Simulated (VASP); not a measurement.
Here is a VASP 6.6.1 calculation.

The input POSCAR:

```
Cd2B2N
1.0
    0.0000000000      3.6952970000      0.0000000000
    3.6952970000      0.0000000000      0.0000000000
    1.8476480000      1.8476480000     -4.9342460000
B Cd N
2 2 1
Direct
    0.3780000000      0.3780000000      0.2440000000
    0.6220000000      0.6220000000      0.7560000000
    0.7500000000      0.2500000000      0.5000000000
    0.2500000000      0.7500000000      0.5000000000
    0.0000000000      0.0000000000      0.0000000000
```

File INCAR.step1:

```
SYSTEM = Cd2B2N
PREC = Accurate
ENCUT = 520
ISMEAR = -1
SIGMA = 0.1
LREAL = .FALSE.
LASPH = .TRUE.
NELM = 100
NBANDS = 26
GGA = PE
ALGO = Normal
EDIFF = 1E-4
LWAVE = .TRUE.
LCHARG = .FALSE.
```

File INCAR.step2:

```
SYSTEM = Cd2B2N
PREC = Accurate
ENCUT = 520
EDIFF = 1E-6
ISMEAR = -1
SIGMA = 0.1
LREAL = .FALSE.
LASPH = .TRUE.
NELM = 100
ALGO = Normal
ISIF = 2
LWAVE = .FALSE.
LCHARG = .TRUE.
METAGGA = R2SCAN
LMIXTAU = .TRUE.
LELF = .TRUE.
LVHAR = .TRUE.
NBANDS = 26
ISTART = 1
```

The input KPOINTS:

```
Automatic mesh
0
G
  10 10 10
  0 0 0
```

Potentials or basis: VASP PAW PBE potentials, release 64 (B, Cd, N).

Command:

```sh
$ cat potpaw_PBE.64/B/POTCAR potpaw_PBE.64/Cd/POTCAR potpaw_PBE.64/N/POTCAR > POTCAR
$ cp INCAR.step1 INCAR
$ mpirun -np 1 vasp_std > vasp.out
$ cp INCAR.step2 INCAR
$ mpirun -np 1 vasp_std > vasp.out
```

(1) Estimate the band gap on the k mesh.

(2) What does it give for the largest force?

Results:

(1) zero (an odd number of electrons rules out a gap without spin polarisation).

(2) 4.924 eV/Å.

Caveat: the PAW data sets were made with another functional, which shifts forces and pressure a little.
